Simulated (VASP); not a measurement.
# PbS (P-6m2) in VASP: further runs

Runs on PbS. Level: PBE+D3(BJ). Tasks: single point.

Everything below comes from runs of VASP 6.6.1. Logs are shortened: lines on timing, memory, paths and dates and some standing lists are left out, and cuts for length are marked.

**1. The cell of the first run**

It takes space group P-6m2 (No. 187, hexagonal). The conventional cell has a = 3.955 Å, b = 3.955 Å, c = 3.758 Å, α = 90.00°, β = 90.00°, γ = 120.00°. Within 3.9 Å of Pb (site symmetry -6m2) lie 6 S at 2.96 Å and 2 Pb at 3.76 Å. S (site symmetry -6m2) has 6 Pb at 2.96 Å and 2 S at 3.76 Å within 3.9 Å.

**2. Single point, PBE+D3(BJ) (volume scaled by 0.97, then relaxed in part)**

The input, INCAR:

```
SYSTEM = PbS
ALGO = Normal
EDIFF = 1E-6
ENCUT = 520
GGA = PE
ISIF = 2
ISMEAR = 0
IVDW = 12
LASPH = .True.
LCHARG = .True.
LELF = .True.
LREAL = .False.
LVHAR = .True.
LWAVE = .False.
NBANDS = 17
NELM = 80
PREC = Accurate
SIGMA = 0.1
```

The input, KPOINTS:

```
k-points
0
Gamma
  12 12 12
  0 0 0
```

The input, POSCAR:

```
PbS
1.0
    3.9546666152      0.0000000000      0.0000000000
   -1.9773333076      3.4248417523      0.0000000000
    0.0000000000      0.0000000000      3.7580456146
Pb S
1 1
Direct
    0.0000000000      0.0000000000      0.0000000000
    0.6666666667      0.3333333333      0.5000000000
```

Potentials or basis: VASP PAW PBE potentials, release 64 (Pb_d, S).

Run with:

```sh
$ cat potpaw_PBE.64/Pb_d/POTCAR potpaw_PBE.64/S/POTCAR > POTCAR
$ mpirun -np 1 vasp_std > vasp.out
```

OUTCAR:

```text
SYSTEM = PbS
   EDIFF = 1E-6
   ENCUT = 520
   GGA = PE
   ISIF = 2
   ISMEAR = 0
   IVDW = 12
   LASPH = .True.
   LREAL = .False.
   NELM = 80
   PREC = Accurate
 IVDW          = 12

 ion  position               nearest neighbor table
   1  0.000  0.000  0.000-   2 2.96   2 2.96   2 2.96   2 2.96   2 2.96   2 2.96
   2  0.667  0.333  0.500-   1 2.96   1 2.96   1 2.96   1 2.96   1 2.96   1 2.96

  LATTYP: Found a hexagonal cell.
 ALAT       =     3.9546666152
 C/A-ratio  =     0.9502812703

  Lattice vectors:

 A1 = (   3.9546666152,   0.0000000000,   0.0000000000)
 A2 = (  -1.9773333076,   3.4248417523,   0.0000000000)
 A3 = (   0.0000000000,   0.0000000000,   3.7580456146)

Analysis of symmetry for initial positions (statically):
=====================================================================
 Subroutine PRICEL returns:
 Original cell was already a primitive cell.

 Routine SETGRP: Setting up the symmetry group for a
 hexagonal supercell.

 Subroutine GETGRP returns: Found 12 space group operations
 (whereof 12 operations were pure point group operations)
 out of a pool of 24 trial point group operations.

The static configuration has the point symmetry D_3h.

Analysis of symmetry for dynamics (positions and initial velocities):
=====================================================================
 Subroutine PRICEL returns:
 Original cell was already a primitive cell.

 Routine SETGRP: Setting up the symmetry group for a
 hexagonal supercell.

 Subroutine GETGRP returns: Found 12 space group operations
 (whereof 12 operations were pure point group operations)
 out of a pool of 24 trial point group operations.

The dynamic configuration has the point symmetry D_3h.

 Subroutine INISYM returns: Found 12 space group operations
 (whereof 12 operations are pure point group operations),
 and found     1 'primitive' translations

----------------------------------------------------------------------------------------

                                     Primitive cell

  volume of cell :      50.8994

  direct lattice vectors                    reciprocal lattice vectors
     3.954666615  0.000000000  0.000000000     0.252865816  0.145992147  0.000000000
    -1.977333308  3.424841752  0.000000000     0.000000000  0.291984294  0.000000000
     0.000000000  0.000000000  3.758045615     0.000000000  0.000000000  0.266095759

  length of vectors
     3.954666615  3.954666615  3.758045615     0.291984294  0.291984294  0.266095759

  position of ions in fractional coordinates (direct lattice)
     0.000000000  0.000000000  0.000000000
     0.666666667  0.333333333  0.500000000

  ion indices of the primitive-cell ions
   primitive index   ion index
                 1           1
                 2           2

----------------------------------------------------------------------------------------

 KPOINTS: k-points

Automatic generation of k-mesh.
 Grid dimensions read from file:
 generate k-points for:   12   12   12

 Generating k-lattice:

  Cartesian coordinates                     Fractional coordinates (reciprocal lattice)
     0.021072151  0.012166012  0.000000000     0.083333333  0.000000000  0.000000000
     0.000000000  0.024332024  0.000000000     0.000000000  0.083333333  0.000000000
     0.000000000  0.000000000  0.022174647     0.000000000  0.000000000  0.083333333

  Length of vectors
     0.024332024  0.024332024  0.022174647

  Shift w.r.t. Gamma in fractional coordinates (k-lattice)
     0.000000000  0.000000000  0.000000000

 Subroutine IBZKPT returns following result:
 ===========================================

 Found    133 irreducible k-points:

 Following reciprocal coordinates:
            Coordinates               Weight
  0.000000  0.000000  0.000000      1.000000
  0.083333  0.000000  0.000000      6.000000
  0.166667  0.000000  0.000000      6.000000
  0.250000  0.000000  0.000000      6.000000
  0.333333  0.000000  0.000000      6.000000
  0.416667  0.000000  0.000000      6.000000
[... 16 lines left out ...]
  0.250000  0.000000  0.083333     12.000000
  0.333333  0.000000  0.083333     12.000000
 [... further k-points ...]
   k-points           NKPTS =    133   k-points in BZ     NKDIM =    133   number of bands    NBANDS=     17
   number of dos      NEDOS =    301   number of ions     NIONS =      2
   total plane-waves  NPLWV =  25200
   dimension x,y,z NGX =    30 NGY =   30 NGZ =   28
   dimension x,y,z NGXF=    60 NGYF=   60 NGZF=   56
   ions per type =               1   1
   NGX,Y,Z   is equivalent  to a cutoff of  12.61, 12.61, 12.39 a.u.
   NGXF,Y,Z  is equivalent  to a cutoff of  25.22, 25.22, 24.77 a.u.
 SYSTEM =  PbS
   PREC   = accura    normal or accurate (medium, high low for compatibility)
   ISTART =      0    job   : 0-new  1-cont  2-samecut
   ICHARG =      2    charge: 1-file 2-atom 10-const
   ISPIN  =      1    spin polarized calculation?
   LNONCOLLINEAR =      F non collinear calculations
   LSORBIT =      F    spin-orbit coupling
   LASPH  =      T    aspherical Exc in radial PAW
   ENCUT  =  520.0 eV  38.22 Ry    6.18 a.u.   7.35  7.35  6.99*2*pi/ulx,y,z
   NELM   =     80;   NELMIN=  2; NELMDL= -5     # of ELM steps
   EDIFF  = 0.1E-05   stopping-criterion for ELM
   LREAL  =      F    real-space projection
   EDIFFG = 0.1E-04   stopping-criterion for IOM
   NSW    =      0    number of steps for IOM
   IBRION =     -1    ionic relax: 0-MD 1-quasi-New 2-CG
   NFREE  =      0    steps in history (QN), initial steepest desc. (CG)
   ISIF   =      2    stress and relaxation
   ISYM   =      2    0-nonsym 1-usesym 2-fastsym
   POTIM  = 0.5000    time-step for ionic-motion
   TEBEG  =    0.0;   TEEND  =   0.0 temperature during run
   PSTRESS=    0.0 pullay stress
   NELECT =      20.0000    total number of electrons
   NUPDOWN=      -1.0000    fix difference up-down
   EMIN   =  10.00;   EMAX   =-10.00  energy-range for DOS
   EFERMI =   0.00;   METHOD = LEGACY
   ISMEAR =     0;   SIGMA  =   0.10  broadening in eV -4-tet -1-fermi 0-gaus
   EFERMI_NEDOS =   21; number of points for ismear=-14 and -15
   IALGO  =     38    algorithm
   IMIX   =      4    mixing-type and parameters
     AMIX     =   0.40;   BMIX     =  1.00
     AMIX_MAG =   1.60;   BMIX_MAG =  1.00
  volume/ion in A,a.u.               =      25.45       171.74
  Fermi-wavevector in a.u.,A,eV,Ry     =   1.199078  2.265928 19.562287  1.437787
  Thomas-Fermi vector in A             =   2.334950
   LORBIT       =      0    0 simple, 1 ext, 2 COOP (PROOUT), +10 PAW based schemes
   GGA     = PE    functional components
   LHFCALC =     F    Hartree Fock is set to
   AEXX    =    0.0000 exact exchange contribution
   IVDW    =    12    specifies the selected vdW correction
   LEPSILON=     F    determine dielectric tensor
   LRPA    =     F    only Hartree local field effects (RPA)
 non-spin polarized calculation
 Gauss-broadening in eV      SIGMA  =   0.10
  energy-cutoff  :      520.00
  volume of cell :       50.90
 maximum number of plane-waves:      1400
 NGX is ok and might be reduce to    30
   NGX = 15   NGY = 15   NGZ = 13

 number of electron      20.0000006 magnetization

 Free energy of the ion-electron system (eV)
  ---------------------------------------------------
  ext. energy  EPLUGINS =         0.00000000
  ---------------------------------------------------
  free energy    TOTEN  =        -8.47915418 eV

  energy without entropy =       -8.47778074  energy(sigma->0) =       -8.47846746

 E-fermi :   5.9234     XC(G=0):  -9.8032

 val. band max:        5.8927958828   @ k =   0.3333   0.3333   0.0833
 cond. band min:       5.9647688540   @ k =   0.0833   0.0000   0.5000
 fundamental gap:      0.0719729712
 Fermi energy:         5.9234323941

 k-point     1 :       0.0000    0.0000    0.0000
  band No.  band energies     occupation
      1     -10.8917      2.00000
      2     -10.8724      2.00000
      3     -10.8724      2.00000
      4     -10.7492      2.00000
      5     -10.7492      2.00000
      6      -7.6501      2.00000
[... 9 lines left out ...]
     16      17.3772      0.00000
     17      17.3877      0.00000

 k-point     2 :       0.0833    0.0000    0.0000
  band No.  band energies     occupation
      1     -10.8891      2.00000
      2     -10.8748      2.00000
      3     -10.8664      2.00000
      4     -10.7525      2.00000
      5     -10.7500      2.00000
      6      -7.5872      2.00000
[... 9 lines left out ...]
     16      16.8732      0.00000
     17      17.2679      0.00000

 k-point     3 :       0.1667    0.0000    0.0000
  band No.  band energies     occupation
      1     -10.8890      2.00000
      2     -10.8743      2.00000
      3     -10.8501      2.00000
      4     -10.7615      2.00000
      5     -10.7518      2.00000
      6      -7.4041      2.00000
[... 9 lines left out ...]
     16      16.3525      0.00000
     17      16.9137      0.00000

 k-point     4 :       0.2500    0.0000    0.0000
  band No.  band energies     occupation
      1     -10.8998      2.00000
      2     -10.8630      2.00000
      3     -10.8277      2.00000
      4     -10.7737      2.00000
      5     -10.7544      2.00000
      6      -7.1215      2.00000
[... 9 lines left out ...]
     16      16.7609      0.00000
     17      17.1874      0.00000

 k-point     5 :       0.3333    0.0000    0.0000
  band No.  band energies     occupation
      1     -10.9119      2.00000
      2     -10.8506      2.00000
      3     -10.8051      2.00000
      4     -10.7858      2.00000
      5     -10.7570      2.00000
      6      -6.7844      2.00000
[... 9 lines left out ...]
     16      16.9504      0.00000
     17      17.1040      0.00000

 k-point     6 :       0.4167    0.0000    0.0000
  band No.  band energies     occupation
      1     -10.9209      2.00000
      2     -10.8414      2.00000
      3     -10.7947      2.00000
      4     -10.7885      2.00000
      5     -10.7589      2.00000
      6      -6.4829      2.00000
[... 9 lines left out ...]
     16      17.0473      0.00000
     17      17.4260      0.00000

 k-point     7 :       0.5000    0.0000    0.0000
  band No.  band energies     occupation
      1     -10.9242      2.00000
      2     -10.8381      2.00000
      3     -10.7979      2.00000
      4     -10.7824      2.00000
      5     -10.7596      2.00000
      6      -6.3546      2.00000
[... 9 lines left out ...]
     16      17.2892      0.00000
     17      17.7383      0.00000

 k-point     8 :       0.0833    0.0833    0.0000
  band No.  band energies     occupation
      1     -10.8844      2.00000
      2     -10.8795      2.00000
      3     -10.8549      2.00000
      4     -10.7585      2.00000
      5     -10.7514      2.00000
      6      -7.4641      2.00000
[... 9 lines left out ...]
     16      16.3851      0.00000
     17      16.9055      0.00000
[... 203 lines left out ...]
      1     -10.8707      2.00000
      2     -10.8427      2.00000
      3     -10.8211      2.00000
      4     -10.7889      2.00000
      5     -10.7759      2.00000
      6      -6.1378      2.00000
[... 9 lines left out ...]
     16      14.7567      0.00000
     17      15.0516      0.00000

 k-point    20 :       0.0000    0.0000    0.0833
  band No.  band energies     occupation
      1     -10.8829      2.00000
      2     -10.8717      2.00000
      3     -10.8717      2.00000
      4     -10.7527      2.00000
      5     -10.7527      2.00000
      6      -7.5942      2.00000
[... 9 lines left out ...]
     16      16.3563      0.00000
     17      16.3563      0.00000

 k-point    21 :       0.0833    0.0000    0.0833
  band No.  band energies     occupation
      1     -10.8806      2.00000
      2     -10.8736      2.00000
      3     -10.8657      2.00000
      4     -10.7564      2.00000
      5     -10.7534      2.00000
      6      -7.5314      2.00000
[... 9 lines left out ...]
     16      16.2467      0.00000
     17      16.4491      0.00000

 k-point    22 :       0.1667    0.0000    0.0833
  band No.  band energies     occupation
      1     -10.8857      2.00000
      2     -10.8678      2.00000
      3     -10.8495      2.00000
      4     -10.7665      2.00000
      5     -10.7554      2.00000
      6      -7.3491      2.00000
[... 9 lines left out ...]
     16      16.0677      0.00000
     17      16.4361      0.00000

 k-point    23 :       0.2500    0.0000    0.0833
  band No.  band energies     occupation
      1     -10.8977      2.00000
      2     -10.8550      2.00000
      3     -10.8272      2.00000
      4     -10.7799      2.00000
      5     -10.7581      2.00000
      6      -7.0683      2.00000
[... 9 lines left out ...]
     16      16.0627      0.00000
     17      17.0951      0.00000

 k-point    24 :       0.3333    0.0000    0.0833
  band No.  band energies     occupation
      1     -10.9101      2.00000
      2     -10.8422      2.00000
      3     -10.8048      2.00000
      4     -10.7929      2.00000
      5     -10.7608      2.00000
      6      -6.7348      2.00000
[... 9 lines left out ...]
     16      16.3709      0.00000
     17      16.8808      0.00000

 [... further k-points ...]

------------------------ aborting loop because EDIFF is reached ----------------------------------------

 Edisp (eV)   -0.71185

 E8    (eV) :    -0.3204

  FORCE on cell =-STRESS in cart. coord.  units (eV):
  Direction    XX          YY          ZZ          XY          YZ          ZX
  --------------------------------------------------------------------------------------
  -------------------------------------------------------------------------------------
  Total       0.48418     0.48418     0.47757     0.00000     0.00000    -0.00000
  in kB      15.24078    15.24078    15.03279     0.00000     0.00000    -0.00000
  external pressure =       15.17 kB  Pullay stress =        0.00 kB

 VOLUME and BASIS-vectors are now :
 -----------------------------------------------------------------------------
  energy-cutoff  :      520.00
  volume of cell :       50.90
      direct lattice vectors                 reciprocal lattice vectors
     3.954666615  0.000000000  0.000000000     0.252865816  0.145992147  0.000000000
    -1.977333308  3.424841752  0.000000000     0.000000000  0.291984294  0.000000000
     0.000000000  0.000000000  3.758045615     0.000000000  0.000000000  0.266095759

 POSITION                                       TOTAL-FORCE (eV/Angst)
 -----------------------------------------------------------------------------------
      0.00000      0.00000      0.00000         0.000000      0.000000      0.000000
      1.97733      1.14161      1.87902        -0.000000      0.000000      0.000000
 -----------------------------------------------------------------------------------
    total drift:                               -0.000000      0.000000      0.000000

  FREE ENERGIE OF THE ION-ELECTRON SYSTEM (eV)
  ---------------------------------------------------
  free  energy   TOTEN  =        -9.1909997799 eV

  energy  without entropy=       -9.1896263436  energy(sigma->0) =       -9.19031306
```

It took 55 s on 1 thread of AMD EPYC 9R14 (Zen 4), shared host; peak memory 0.22 GiB.

Results:

| Quantity | Value |
| --- | --- |
| Free energy | -9.1910 eV |
| Pressure | 1.5 GPa |
| Band gap on the k mesh | zero (band 10 reaches 6.30 eV, above the bottom of band 11 at 5.39 eV) |
| Dispersion energy per atom | -0.356 eV |

Levels at points of the mesh, in eV from the Fermi level:
| k point | band 8 | band 9 | band 10 | band 11 | band 12 | band 13 |
| --- | --- | --- | --- | --- | --- | --- |
| (0.00, 0.00, 0.00) | -2.51 | -1.66 | -1.66 | 3.79 | 3.79 | 5.15 |
| (0.50, 0.00, 0.00) | -2.80 | -1.78 | -1.35 | 1.98 | 3.96 | 5.34 |
| (0.00, 0.00, 0.50) | -1.10 | -1.10 | 0.38 | 1.25 | 4.29 | 4.29 |
| (0.50, 0.00, 0.50) | -4.38 | -4.33 | -1.46 | 2.26 | 2.94 | 3.01 |

Caveat: spin-orbit coupling is left out, which moves the levels of the heavy elements; pairwise dispersion overbinds metals, which lowers pressure and volume.

(Continued in part 2 of 3.)
